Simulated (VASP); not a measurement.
# Sn (Pm-3m) in VASP: a series of runs, part 2 of 2

VASP 6.6.1. Earlier steps stand in the parts before.

## (5) Relaxation of cell and atoms, PBE, target pressure 44 GPa, at which the enthalpy is minimised

The input, INCAR:

```
SYSTEM = Sn
PREC = Accurate
ENCUT = 600
EDIFF = 1E-6
ISMEAR = -1
SIGMA = 0.05
LREAL = .FALSE.
LASPH = .TRUE.
NELM = 60
ALGO = Normal
ISIF = 3
LWAVE = .FALSE.
LCHARG = .FALSE.
GGA = PE
IBRION = 2
NSW = 32
EDIFFG = -0.005
PSTRESS = 440.0
```

The input, KPOINTS:

```
regular mesh
0
G
  14 14 14
  0 0 0
```

The input, POSCAR:

```
Sn
1.0
    2.7229169718      0.0000000000      0.0000000000
    0.0000000000      2.7229169718      0.0000000000
    0.0000000000      0.0000000000      2.7229169718
Sn
1
Direct
    0.0000000000      0.0000000000      0.0000000000
```

Potentials or basis: VASP PAW PBE potentials, release 64 (Sn_d).

On the command line:

```sh
$ cat potpaw_PBE.64/Sn_d/POTCAR > POTCAR
$ mpirun -np 1 vasp_std > vasp.out
```

OUTCAR:

```text
SYSTEM = Sn
   PREC = Accurate
   ENCUT = 600
   EDIFF = 1E-6
   ISMEAR = -1
   LREAL = .FALSE.
   LASPH = .TRUE.
   NELM = 60
   ISIF = 3
   GGA = PE
   IBRION = 2
   NSW = 32
   EDIFFG = -0.005
   PSTRESS = 440.0

 ion  position               nearest neighbor table
   1  0.000  0.000  0.000-

  LATTYP: Found a simple cubic cell.
 ALAT       =     2.7229169718

  Lattice vectors:

 A1 = (   2.7229169718,   0.0000000000,   0.0000000000)
 A2 = (   0.0000000000,   2.7229169718,   0.0000000000)
 A3 = (   0.0000000000,   0.0000000000,   2.7229169718)

Analysis of symmetry for initial positions (statically):
=====================================================================
 Subroutine PRICEL returns:
 Original cell was already a primitive cell.

 Routine SETGRP: Setting up the symmetry group for a
 simple cubic supercell.

 Subroutine GETGRP returns: Found 48 space group operations
 (whereof 48 operations were pure point group operations)
 out of a pool of 48 trial point group operations.

The static configuration has the point symmetry O_h .

Analysis of symmetry for dynamics (positions and initial velocities):
=====================================================================
 Subroutine PRICEL returns:
 Original cell was already a primitive cell.

 Routine SETGRP: Setting up the symmetry group for a
 simple cubic supercell.

 Subroutine GETGRP returns: Found 48 space group operations
 (whereof 48 operations were pure point group operations)
 out of a pool of 48 trial point group operations.

The dynamic configuration has the point symmetry O_h .

 Subroutine INISYM returns: Found 48 space group operations
 (whereof 48 operations are pure point group operations),
 and found     1 'primitive' translations

----------------------------------------------------------------------------------------

                                     Primitive cell

  volume of cell :      20.1885

  direct lattice vectors                    reciprocal lattice vectors
     2.722916972  0.000000000  0.000000000     0.367253211  0.000000000  0.000000000
     0.000000000  2.722916972  0.000000000     0.000000000  0.367253211  0.000000000
     0.000000000  0.000000000  2.722916972     0.000000000  0.000000000  0.367253211

  length of vectors
     2.722916972  2.722916972  2.722916972     0.367253211  0.367253211  0.367253211

  position of ions in fractional coordinates (direct lattice)
     0.000000000  0.000000000  0.000000000

  ion indices of the primitive-cell ions
   primitive index   ion index
                 1           1

----------------------------------------------------------------------------------------

 KPOINTS: regular mesh

Automatic generation of k-mesh.
 Grid dimensions read from file:
 generate k-points for:   14   14   14

 Generating k-lattice:

  Cartesian coordinates                     Fractional coordinates (reciprocal lattice)
     0.026232372  0.000000000  0.000000000     0.071428571  0.000000000  0.000000000
     0.000000000  0.026232372  0.000000000     0.000000000  0.071428571  0.000000000
     0.000000000  0.000000000  0.026232372     0.000000000  0.000000000  0.071428571

  Length of vectors
     0.026232372  0.026232372  0.026232372

  Shift w.r.t. Gamma in fractional coordinates (k-lattice)
     0.000000000  0.000000000  0.000000000

 Subroutine IBZKPT returns following result:
 ===========================================

 Found    120 irreducible k-points:

 Following reciprocal coordinates:
            Coordinates               Weight
  0.000000  0.000000  0.000000      1.000000
  0.071429  0.000000  0.000000      6.000000
  0.142857  0.000000  0.000000      6.000000
  0.214286  0.000000  0.000000      6.000000
  0.285714  0.000000  0.000000      6.000000
  0.357143  0.000000  0.000000      6.000000
[... 16 lines left out ...]
  0.285714  0.214286  0.000000     24.000000
  0.357143  0.214286  0.000000     24.000000
 [... further k-points ...]
   k-points           NKPTS =    120   k-points in BZ     NKDIM =    120   number of bands    NBANDS=     11
   number of dos      NEDOS =    301   number of ions     NIONS =      1
   total plane-waves  NPLWV =  13824
   dimension x,y,z NGX =    24 NGY =   24 NGZ =   24
   dimension x,y,z NGXF=    48 NGYF=   48 NGZF=   48
   ions per type =               1
   NGX,Y,Z   is equivalent  to a cutoff of  14.65, 14.65, 14.65 a.u.
   NGXF,Y,Z  is equivalent  to a cutoff of  29.31, 29.31, 29.31 a.u.
 SYSTEM =  Sn
   PREC   = accura    normal or accurate (medium, high low for compatibility)
   ISTART =      0    job   : 0-new  1-cont  2-samecut
   ICHARG =      2    charge: 1-file 2-atom 10-const
   ISPIN  =      1    spin polarized calculation?
   LNONCOLLINEAR =      F non collinear calculations
   LSORBIT =      F    spin-orbit coupling
   LASPH  =      T    aspherical Exc in radial PAW
   ENCUT  =  600.0 eV  44.10 Ry    6.64 a.u.   5.44  5.44  5.44*2*pi/ulx,y,z
   NELM   =     60;   NELMIN=  2; NELMDL= -5     # of ELM steps
   EDIFF  = 0.1E-05   stopping-criterion for ELM
   LREAL  =      F    real-space projection
   EDIFFG = -.5E-02   stopping-criterion for IOM
   NSW    =     32    number of steps for IOM
   IBRION =      2    ionic relax: 0-MD 1-quasi-New 2-CG
   NFREE  =      1    steps in history (QN), initial steepest desc. (CG)
   ISIF   =      3    stress and relaxation
   ISYM   =      2    0-nonsym 1-usesym 2-fastsym
   POTIM  = 0.5000    time-step for ionic-motion
   TEBEG  =    0.0;   TEEND  =   0.0 temperature during run
   PSTRESS=  440.0 pullay stress
   NELECT =      14.0000    total number of electrons
   NUPDOWN=      -1.0000    fix difference up-down
   EMIN   =  10.00;   EMAX   =-10.00  energy-range for DOS
   EFERMI =   0.00;   METHOD = LEGACY
   ISMEAR =    -1;   SIGMA  =   0.05  broadening in eV -4-tet -1-fermi 0-gaus
   EFERMI_NEDOS =   21; number of points for ismear=-14 and -15
   IALGO  =     38    algorithm
   IMIX   =      4    mixing-type and parameters
     AMIX     =   0.40;   BMIX     =  1.00
     AMIX_MAG =   1.60;   BMIX_MAG =  1.00
  volume/ion in A,a.u.               =      20.19       136.24
  Fermi-wavevector in a.u.,A,eV,Ry     =   1.449049  2.738306 28.568743  2.099743
  Thomas-Fermi vector in A             =   2.566820
   LORBIT       =      0    0 simple, 1 ext, 2 COOP (PROOUT), +10 PAW based schemes
   GGA     = PE    functional components
   LHFCALC =     F    Hartree Fock is set to
   AEXX    =    0.0000 exact exchange contribution
   IVDW    =     0    specifies the selected vdW correction
   LEPSILON=     F    determine dielectric tensor
   LRPA    =     F    only Hartree local field effects (RPA)
 conjugate gradient relaxation of ions
 non-spin polarized calculation
  energy-cutoff  :      600.00
  volume of cell :       20.19
 maximum number of plane-waves:       691
 NGX is ok and might be reduce to    24
   NGX = 11   NGY = 11   NGZ = 11

 number of electron      14.0000009 magnetization

 Free energy of the ion-electron system (eV)
  ---------------------------------------------------
  ext. energy  EPLUGINS =         0.00000000
  ---------------------------------------------------
  free energy    TOTEN  =        -2.89950681 eV

  energy without entropy =       -2.89695790  energy(sigma->0) =       -2.89823235

 E-fermi :  12.2633     XC(G=0): -11.7319

 val. band max:       12.1564594108   @ k =   0.3571   0.3571   0.1429
 cond. band min:      12.2968266762   @ k =   0.5000   0.5000   0.5000
 fundamental gap:      0.1403672654
 Fermi energy:        12.2633481754

 k-point     1 :       0.0000    0.0000    0.0000
  band No.  band energies     occupation
      1     -10.3523      2.00000
      2     -10.3523      2.00000
      3      -9.3012      2.00000
      4      -9.3012      2.00000
      5      -9.3012      2.00000
      6      -1.5988      2.00000
      7      18.8659      0.00000
      8      18.8659      0.00000
      9      18.8659      0.00000
     10      22.5260      0.00000
     11      22.5260      0.00000
[... 309 lines left out ...]
 k-point    24 :       0.3571    0.2143    0.0000
  band No.  band energies     occupation
      1     -10.1208      2.00000
      2      -9.6995      2.00000
      3      -9.5744      2.00000
      4      -9.5209      2.00000
      5      -9.3899      2.00000
      6       2.2107      2.00000
      7       9.1271      2.00000
      8      15.4208      0.00000
      9      21.7573      0.00000
     10      22.9927      0.00000
     11      24.9840      0.00000

 [... further k-points ...]
[... 5 lines left out ...]
  --------------------------------------------------------------------------------------
  -------------------------------------------------------------------------------------
  Total        5.5426783      5.5426783      5.5426783      0.0000000     -0.0000000     -0.0000000
  in kB      439.8727536    439.8727536    439.8727536      0.0000000     -0.0000000     -0.0000000
  external PRESSURE =      -0.1272464 kB  Pullay stress =     440.0000000 kB

 VOLUME and BASIS-vectors are now :
 -----------------------------------------------------------------------------
  energy-cutoff  :      600.00
  volume of cell :       20.19
      direct lattice vectors                 reciprocal lattice vectors
     2.722916972  0.000000000  0.000000000     0.367253211  0.000000000  0.000000000
     0.000000000  2.722916972  0.000000000     0.000000000  0.367253211  0.000000000
     0.000000000  0.000000000  2.722916972     0.000000000  0.000000000  0.367253211

 POSITION                                       TOTAL-FORCE (eV/Angst)
 -----------------------------------------------------------------------------------
      0.00000      0.00000      0.00000         0.000000      0.000000      0.000000
 -----------------------------------------------------------------------------------
    total drift:                               -0.000000      0.000000      0.000000

  FREE ENERGIE OF THE ION-ELECTRON SYSTEM (eV)
  ---------------------------------------------------
  free  energy   TOTEN  =        -2.8995068094 eV

  energy  without entropy=       -2.8969578973  energy(sigma->0) =       -2.89823235

  enthalpy is  TOTEN    =         2.6447749216 eV   P V=        5.5442817310

 reached required accuracy - stopping structural energy minimisation
```

OSZICAR:

```text
N       E                     dE             d eps       ncg     rms          rms(c)
DAV:   1     0.786257584936E+02    0.78626E+02   -0.81368E+03  2689   0.232E+03
DAV:   2     0.139949921190E+01   -0.77226E+02   -0.75165E+02  2718   0.368E+02
DAV:   3    -0.285513712059E+01   -0.42546E+01   -0.42221E+01  3146   0.766E+01
DAV:   4    -0.293948356832E+01   -0.84346E-01   -0.84308E-01  2966   0.112E+01
DAV:   5    -0.294225645122E+01   -0.27729E-02   -0.27728E-02  3118   0.198E+00    0.307E+00
DAV:   6    -0.291375417479E+01    0.28502E-01   -0.14273E-02  3469   0.277E+00    0.175E+00
DAV:   7    -0.289973577776E+01    0.14018E-01   -0.13178E-02  3950   0.253E+00    0.139E-01
DAV:   8    -0.289952049310E+01    0.21528E-03   -0.12222E-03  3044   0.717E-01    0.268E-02
DAV:   9    -0.289950895755E+01    0.11536E-04   -0.39566E-05  3394   0.126E-01    0.142E-02
DAV:  10    -0.289950669994E+01    0.22576E-05   -0.29382E-06  2806   0.240E-02    0.973E-04
DAV:  11    -0.289950680939E+01   -0.10945E-06   -0.77863E-08  1638   0.382E-03
   1 F= 0.26447749E+01 E0= 0.26460494E+01  d E =0.264477E+01
```

Run time: 12 s. Hardware: 1 thread of AMD EPYC 9R45 (Zen 5), shared host; peak memory 0.13 GiB.

What came out:

```
Free energy             : -2.8995 eV
Pressure after relaxing : 44.0 GPa
Band gap on the k mesh  : zero (band 7 reaches 18.87 eV, above the bottom of band 8 at 8.77 eV)
```

Final structure:
```
CELL_PARAMETERS angstrom
2.72292 0.00000 0.00000
0.00000 2.72292 0.00000
0.00000 0.00000 2.72292
ATOMIC_POSITIONS crystal
Sn 0.00000 0.00000 0.00000
```

Caveat: the relaxation stopped at its first step, so nothing moved; the cell is relaxed towards a set pressure, so the enthalpy falls and the energy may rise; spin-orbit coupling is left out, which moves the levels of the heavy elements.

## (6) Overview

| task | cell | cutoff (eV) | gap on the mesh (eV) | pressure (GPa) |
| --- | --- | --- | --- | --- |
| single point | a = 2.723 Å, 1 atom | 520 | none | 44.0 |
| relaxation of cell and atoms | relaxed to 44 GPa from a = 2.699 Å, 1 atom | 600 | none | 44.0 |
| relaxation of cell and atoms | relaxed to 44 GPa from a = 2.723 Å, 1 atom | 600 | none | 44.0 |

Alike in all rows: level PBE; potentials or basis VASP PAW PBE potentials, release 64 (Sn_d); no spin polarisation; k mesh 14 × 14 × 14; smearing fermi-dirac 0.05 eV.

Caveats: spin-orbit coupling is left out, which moves the levels of the heavy elements; the cell is relaxed towards a set pressure, so the enthalpy falls and the energy may rise (some runs); the relaxation stopped at its first step, so nothing moved (some runs).

Absolute energies hang on the potentials; compare differences alone.
